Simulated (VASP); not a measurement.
# GaSb3 (C2/m) in VASP: single point with PBEsol+D3(BJ)

Aim: the single point of GaSb3 with PBEsol+D3(BJ).

Everything below comes from runs of VASP 6.6.1. Logs are shortened: lines on timing, memory, paths and dates and some standing lists are left out, and cuts for length are marked.

## 1. The cell of the first run

It takes space group C2/m (No. 12, monoclinic). Conventional cell: a = 7.172 Å, b = 7.363 Å, c = 5.139 Å, α = 90.00°, β = 134.25°, γ = 90.00°. Ga (site symmetry 2/m) has 14 Sb at 3.14 to 3.68 Å within 4.1 Å. Within 4.1 Å of Sb (site symmetry 2) lie 4 Ga at 3.14 to 3.19 Å and 10 Sb at 3.14 to 3.77 Å. Sb (site symmetry 2/m) has 8 Sb at 3.14 to 3.19 Å and 6 Ga at 3.59 to 3.68 Å within 4.1 Å.

## 2. Single point, PBEsol+D3(BJ) (atoms displaced along a vibrational mode, the cell strained)

Input file INCAR:

```
ALGO     = Normal         # electronic algorithm
EDIFF    = 1E-6           # SCF threshold, eV
ENCUT    = 520            # plane-wave cutoff, eV
GGA      = PS             # functional
ISIF     = 2              # what is computed and relaxed
ISMEAR   = 0              # smearing method
IVDW     = 12             # dispersion correction
LASPH    = T              # aspherical terms in the spheres
LCHARG   = T              # write CHGCAR
LELF     = T              # ELF
LREAL    = F              # projectors in reciprocal space
LVHAR    = T            
LWAVE    = F              # write WAVECAR
NBANDS   = 22             # bands
NELM     = 60             # most SCF steps
PREC     = Accurate       # precision mode
SIGMA    = 0.15           # smearing width, eV
```

Input file KPOINTS:

```
k-points
0
Gamma
  10 10 10
```

Input file POSCAR:

```
GaSb3
1.0
    0.0000000000      3.6815130998      3.5857729617
    3.6815130998      0.0000000000      3.5857729617
    3.6815130998      3.6815130998      0.0000000000
Ga Sb
1 3
Direct
    0.0000000000      0.0000000000      0.0000000000
    0.2557170379      0.2442829621      0.2442829621
    0.7442829621      0.7557170379      0.7557170379
    0.5000000000      0.5000000000      0.5000000000
```

Potentials or basis: VASP PAW PBE potentials, release 64 (Ga_d, Sb).

On the command line:

```sh
$ cat potpaw_PBE.64/Ga_d/POTCAR potpaw_PBE.64/Sb/POTCAR > POTCAR
$ mpirun -np 1 vasp_std > vasp.out
```

OUTCAR:

```text
EDIFF = 1E-6
   ENCUT = 520
   GGA = PS
   ISIF = 2
   ISMEAR = 0
   IVDW = 12
   LASPH = T
   LREAL = F
   NELM = 60
   PREC = Accurate
 IVDW          = 12

 ion  position               nearest neighbor table
   1  0.000  0.000  0.000-   3 3.14   2 3.14   3 3.14   2 3.14   3 3.19   2 3.19   2 3.19   3 3.19

   2  0.256  0.244  0.244-   1 3.14   1 3.14   4 3.14   4 3.14   4 3.19   1 3.19   1 3.19   4 3.19
                             3 3.59   3 3.59   3 3.60   3 3.68   3 3.68   3 3.77
   3  0.744  0.756  0.756-   4 3.14   4 3.14   1 3.14   1 3.14   4 3.19   1 3.19   1 3.19   4 3.19
                             2 3.59   2 3.59   2 3.60   2 3.68   2 3.68   2 3.77
   4  0.500  0.500  0.500-   2 3.14   2 3.14   3 3.14   3 3.14   3 3.19   2 3.19   2 3.19   3 3.19

  LATTYP: Found a body centered tetragonal cell.
 ALAT       =     5.2064457558
 C/A-ratio  =     1.3774360206

  Lattice vectors:

 A1 = (   0.0000000000,  -3.6815130998,  -3.5857729617)
 A2 = (   0.0000000000,   3.6815130998,  -3.5857729617)
 A3 = (   3.6815130998,   0.0000000000,   3.5857729617)

Analysis of symmetry for initial positions (statically):
=====================================================================
 Subroutine PRICEL returns:
 Original cell was already a primitive cell.

 Routine SETGRP: Setting up the symmetry group for a
 body centered tetragonal supercell.

 Subroutine GETGRP returns: Found  4 space group operations
 (whereof  4 operations were pure point group operations)
 out of a pool of 16 trial point group operations.

The static configuration has the point symmetry C_2h.

Analysis of symmetry for dynamics (positions and initial velocities):
=====================================================================
 Subroutine PRICEL returns:
 Original cell was already a primitive cell.

 Routine SETGRP: Setting up the symmetry group for a
 body centered tetragonal supercell.

 Subroutine GETGRP returns: Found  4 space group operations
 (whereof  4 operations were pure point group operations)
 out of a pool of 16 trial point group operations.

The dynamic configuration has the point symmetry C_2h.

 Subroutine INISYM returns: Found  4 space group operations
 (whereof  4 operations are pure point group operations),
 and found     1 'primitive' translations

----------------------------------------------------------------------------------------

                                     Primitive cell

  volume of cell :      97.1998

  direct lattice vectors                    reciprocal lattice vectors
     0.000000000  3.681513100  3.585772962    -0.135813723  0.135813723  0.139439949
     3.681513100  0.000000000  3.585772962     0.135813723 -0.135813723  0.139439949
     3.681513100  3.681513100  0.000000000     0.135813723  0.135813723 -0.139439949

  length of vectors
     5.139193170  5.139193170  5.206445756     0.237348339  0.237348339  0.237348339

  position of ions in fractional coordinates (direct lattice)
     0.000000000  0.000000000  0.000000000
     0.255717038  0.244282962  0.244282962
     0.744282962  0.755717038  0.755717038
     0.500000000  0.500000000  0.500000000

  ion indices of the primitive-cell ions
   primitive index   ion index
                 1           1
                 2           2
                 3           3
                 4           4

----------------------------------------------------------------------------------------

 KPOINTS: k-points

Automatic generation of k-mesh.
 Grid dimensions read from file:
 generate k-points for:   10   10   10

 Generating k-lattice:

  Cartesian coordinates                     Fractional coordinates (reciprocal lattice)
    -0.013581372  0.013581372  0.013943995     0.100000000  0.000000000  0.000000000
     0.013581372 -0.013581372  0.013943995     0.000000000  0.100000000  0.000000000
     0.013581372  0.013581372 -0.013943995     0.000000000  0.000000000  0.100000000

  Length of vectors
     0.023734834  0.023734834  0.023734834

  Shift w.r.t. Gamma in fractional coordinates (k-lattice)
     0.000000000  0.000000000  0.000000000

 Subroutine IBZKPT returns following result:
 ===========================================

 Found    282 irreducible k-points:

 Following reciprocal coordinates:
            Coordinates               Weight
  0.000000  0.000000  0.000000      1.000000
  0.100000 -0.000000  0.000000      4.000000
 -0.000000 -0.000000 -0.100000      4.000000
  0.200000 -0.000000  0.000000      4.000000
 -0.000000 -0.000000 -0.200000      4.000000
  0.300000 -0.000000  0.000000      4.000000
[... 16 lines left out ...]
 -0.300000  0.100000  0.000000      4.000000
  0.100000  0.100000  0.400000      4.000000
 [... further k-points ...]
   k-points           NKPTS =    282   k-points in BZ     NKDIM =    282   number of bands    NBANDS=     22
   number of dos      NEDOS =    301   number of ions     NIONS =      4
   total plane-waves  NPLWV =  64000
   dimension x,y,z NGX =    40 NGY =   40 NGZ =   40
   dimension x,y,z NGXF=    80 NGYF=   80 NGZF=   80
   ions per type =               1   3
   NGX,Y,Z   is equivalent  to a cutoff of  12.94, 12.94, 12.77 a.u.
   NGXF,Y,Z  is equivalent  to a cutoff of  25.88, 25.88, 25.54 a.u.
 SYSTEM =  unknown system
   PREC   = accura    normal or accurate (medium, high low for compatibility)
   ISTART =      0    job   : 0-new  1-cont  2-samecut
   ICHARG =      2    charge: 1-file 2-atom 10-const
   ISPIN  =      1    spin polarized calculation?
   LNONCOLLINEAR =      F non collinear calculations
   LSORBIT =      F    spin-orbit coupling
   LASPH  =      T    aspherical Exc in radial PAW
   ENCUT  =  520.0 eV  38.22 Ry    6.18 a.u.   9.56  9.56  9.68*2*pi/ulx,y,z
   NELM   =     60;   NELMIN=  2; NELMDL= -5     # of ELM steps
   EDIFF  = 0.1E-05   stopping-criterion for ELM
   LREAL  =      F    real-space projection
   EDIFFG = 0.1E-04   stopping-criterion for IOM
   NSW    =      0    number of steps for IOM
   IBRION =     -1    ionic relax: 0-MD 1-quasi-New 2-CG
   NFREE  =      0    steps in history (QN), initial steepest desc. (CG)
   ISIF   =      2    stress and relaxation
   ISYM   =      2    0-nonsym 1-usesym 2-fastsym
   POTIM  = 0.5000    time-step for ionic-motion
   TEBEG  =    0.0;   TEEND  =   0.0 temperature during run
   PSTRESS=    0.0 pullay stress
   NELECT =      28.0000    total number of electrons
   NUPDOWN=      -1.0000    fix difference up-down
   EMIN   =  10.00;   EMAX   =-10.00  energy-range for DOS
   EFERMI =   0.00;   METHOD = LEGACY
   ISMEAR =     0;   SIGMA  =   0.15  broadening in eV -4-tet -1-fermi 0-gaus
   EFERMI_NEDOS =   21; number of points for ismear=-14 and -15
   IALGO  =     38    algorithm
   IMIX   =      4    mixing-type and parameters
     AMIX     =   0.40;   BMIX     =  1.00
     AMIX_MAG =   1.60;   BMIX_MAG =  1.00
  volume/ion in A,a.u.               =      24.30       163.98
  Fermi-wavevector in a.u.,A,eV,Ry     =   1.081199  2.043170 15.905095  1.168992
  Thomas-Fermi vector in A             =   2.217210
   LORBIT       =      0    0 simple, 1 ext, 2 COOP (PROOUT), +10 PAW based schemes
   GGA     = PS    functional components
   LHFCALC =     F    Hartree Fock is set to
   AEXX    =    0.0000 exact exchange contribution
   IVDW    =    12    specifies the selected vdW correction
   LEPSILON=     F    determine dielectric tensor
   LRPA    =     F    only Hartree local field effects (RPA)
 non-spin polarized calculation
 Gauss-broadening in eV      SIGMA  =   0.15
  energy-cutoff  :      520.00
  volume of cell :       97.20
 maximum number of plane-waves:      2651
 NGX is ok and might be reduce to    40
   NGX = 19   NGY = 19   NGZ = 19

 number of electron      27.9999999 magnetization

 Free energy of the ion-electron system (eV)
  ---------------------------------------------------
  ext. energy  EPLUGINS =         0.00000000
  ---------------------------------------------------
  free energy    TOTEN  =       -16.39684829 eV

  energy without entropy =      -16.37445167  energy(sigma->0) =      -16.38564998

 E-fermi :   8.0836     XC(G=0): -10.5927

 val. band max:        8.0811322833   @ k =   0.1000   0.1000   0.4000
 cond. band min:       8.0860946529   @ k =   0.2000   0.3000  -0.1000
 fundamental gap:      0.0049623697
 Fermi energy:         8.0836054380

 k-point     1 :       0.0000    0.0000    0.0000
  band No.  band energies     occupation
      1      -6.6517      2.00000
      2      -6.6516      2.00000
      3      -6.6487      2.00000
      4      -6.6360      2.00000
      5      -6.6321      2.00000
      6      -4.8406      2.00000
[... 14 lines left out ...]
     21      15.3341      0.00000
     22      15.3474      0.00000

 k-point     2 :       0.1000   -0.0000    0.0000
  band No.  band energies     occupation
      1      -6.6517      2.00000
      2      -6.6513      2.00000
      3      -6.6489      2.00000
      4      -6.6361      2.00000
      5      -6.6321      2.00000
      6      -4.7593      2.00000
[... 14 lines left out ...]
     21      14.6335      0.00000
     22      15.2137      0.00000

 k-point     3 :      -0.0000   -0.0000   -0.1000
  band No.  band energies     occupation
      1      -6.6523      2.00000
      2      -6.6513      2.00000
      3      -6.6484      2.00000
      4      -6.6361      2.00000
      5      -6.6322      2.00000
      6      -4.7576      2.00000
[... 14 lines left out ...]
     21      14.6021      0.00000
     22      15.1675      0.00000
[... 476 lines left out ...]
 k-point    23 :      -0.3000    0.1000    0.0000
  band No.  band energies     occupation
      1      -6.6553      2.00000
      2      -6.6493      2.00000
      3      -6.6486      2.00000
      4      -6.6368      2.00000
      5      -6.6326      2.00000
      6      -3.8972      2.00000
[... 14 lines left out ...]
     21      13.7508      0.00000
     22      14.2136      0.00000

 k-point    24 :       0.1000    0.1000    0.4000
  band No.  band energies     occupation
      1      -6.6571      2.00000
      2      -6.6490      2.00000
      3      -6.6471      2.00000
      4      -6.6368      2.00000
      5      -6.6331      2.00000
      6      -3.8758      2.00000
[... 14 lines left out ...]
     21      13.7327      0.00000
     22      14.1985      0.00000

 [... further k-points ...]

------------------------ aborting loop because EDIFF is reached ----------------------------------------

 Edisp (eV)   -1.86672

 E8    (eV) :    -1.2834

  FORCE on cell =-STRESS in cart. coord.  units (eV):
  Direction    XX          YY          ZZ          XY          YZ          ZX
  --------------------------------------------------------------------------------------
  -------------------------------------------------------------------------------------
  Total      -2.12929    -2.14404    -1.63405     0.00000    -0.20505     0.00000
  in kB     -35.09778   -35.34100   -26.93466     0.00000    -3.37988     0.00000
  external pressure =      -32.46 kB  Pullay stress =        0.00 kB

 VOLUME and BASIS-vectors are now :
 -----------------------------------------------------------------------------
  energy-cutoff  :      520.00
  volume of cell :       97.20
      direct lattice vectors                 reciprocal lattice vectors
     0.000000000  3.681513100  3.585772962    -0.135813723  0.135813723  0.139439949
     3.681513100  0.000000000  3.585772962     0.135813723 -0.135813723  0.139439949
     3.681513100  3.681513100  0.000000000     0.135813723  0.135813723 -0.139439949

 POSITION                                       TOTAL-FORCE (eV/Angst)
 -----------------------------------------------------------------------------------
      0.00000      0.00000      0.00000         0.000000      0.000000      0.000000
      1.79866      1.84076      1.79289         0.113434      0.000000     -0.000000
      5.56436      5.52227      5.37866        -0.113434     -0.000000      0.000000
      3.68151      3.68151      3.58577         0.000000     -0.000000     -0.000000
 -----------------------------------------------------------------------------------
    total drift:                                0.000000      0.000000      0.000000

  FREE ENERGIE OF THE ION-ELECTRON SYSTEM (eV)
  ---------------------------------------------------
  free  energy   TOTEN  =       -18.2635666623 eV

  energy  without entropy=      -18.2411700389  energy(sigma->0) =      -18.25236835
```

It took 4.1 min on 1 thread of Intel Xeon 6975P-C (Granite Rapids), shared host; peak memory 0.67 GiB.

What came out:

```yaml
Free_energy: -18.2636 eV
Pressure: -3.2 GPa
Largest_force: 0.113 eV/Å
Band_gap_on_the_k_mesh: zero (bands 14 and 15 overlap by 4.09 eV)
Dispersion_energy_per_atom: -0.467 eV
```

Forces in eV/Å, atoms in the order of the input:
```
Ga   0.000  0.000  0.000
Sb   0.113  0.000  0.000
Sb  -0.113  0.000  0.000
Sb   0.000  0.000  0.000
```

Stress tensor (GPa, compression positive):
```
-3.51  0.00  0.00
 0.00 -3.53 -0.34
 0.00 -0.34 -2.69
```

Caveat: the cell differs from its parent crystal (atoms displaced along a vibrational mode, the cell strained); the cell stands under tension; the PAW data sets were made with another functional, which shifts forces and pressure a little; spin-orbit coupling is left out, which moves the levels of the heavy elements.
